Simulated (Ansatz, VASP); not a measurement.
## Two plane-wave programs on Tl

```
CELL_PARAMETERS angstrom
3.45600 0.00000 0.00000
-1.72800 2.99298 0.00000
0.00000 0.00000 5.52500
ATOMIC_POSITIONS crystal
Tl 0.66667 0.33333 0.75000
Tl 0.33333 0.66667 0.25000
```

Alike in both runs: functional r2SCAN; k mesh 9 × 9 × 5; occupations fermi-dirac, width 0.05 eV; no spin polarisation.

|  | VASP | Ansatz |
| --- | --- | --- |
| version | VASP 6.6.1 | Ansatz 0.2.0 |
| potentials or method | VASP PAW PBE potentials, release 64 (Tl_d) | Ansatz PAW |
| plane-wave cutoff (eV) | 520 | 500 |
| valence electrons in the cell | 26 | 26 |
| task | single point | band structure |

```csv
,VASP,Ansatz,Ansatz less VASP
gap on the k mesh at the Fermi level (eV),none,none,-
pressure (GPa),2.1,2.1,+0.02
"traceless stress, the component that is largest in VASP (GPa)",0.82,0.82,+0.002
```

VASP's potentials were made for PBE, not for r2SCAN. A gap of «none» marks a metal or a gap that the smearing closes. With one functional, cell and mesh, what is left measures potentials, basis and numerics.

Spin-orbit coupling is off throughout.
